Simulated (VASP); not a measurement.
NaI, 2 atoms in the cell. The typed cell holds 2 atoms: a = 4.577 Å, b = 4.577 Å, c = 4.577 Å, α = 60.00°, β = 60.00°, γ = 60.00°. 

- Program: VASP 6.6.1
- Task: single point
- Functional: LDA
- Potentials or basis: VASP PAW LDA potentials, release 64 (Na_pv, I)
- Cutoff: 500 eV
- k mesh: 3 × 3 × 3
- Occupations: gaussian, width 0.01 eV
- Spin: no spin polarisation
- Dipole correction: no
- Further INCAR settings: ALGO = Normal; EDIFF = 1e-06; NBANDS = 14

Potentials or basis: VASP PAW LDA potentials, release 64 (Na_pv, I).

The run is started by

```console
$ cat potpaw_LDA.64/Na_pv/POTCAR potpaw_LDA.64/I/POTCAR > POTCAR
$ mpirun -np 1 vasp_std > vasp.out
```

Hardware: 1 thread of Intel(R) Xeon(R) Platinum 8259CL CPU @ 2.50GHz (Skylake/Cascade Lake) (shared host).

**Question.** How long does it take, and how much memory?

**Answer.** Wall time 12 s on 1 thread of Intel(R) Xeon(R) Platinum 8259CL CPU @ 2.50GHz (Skylake/Cascade Lake) (shared host), peak memory 0.17 GiB. Counts: scf iterations 11, k points 14.
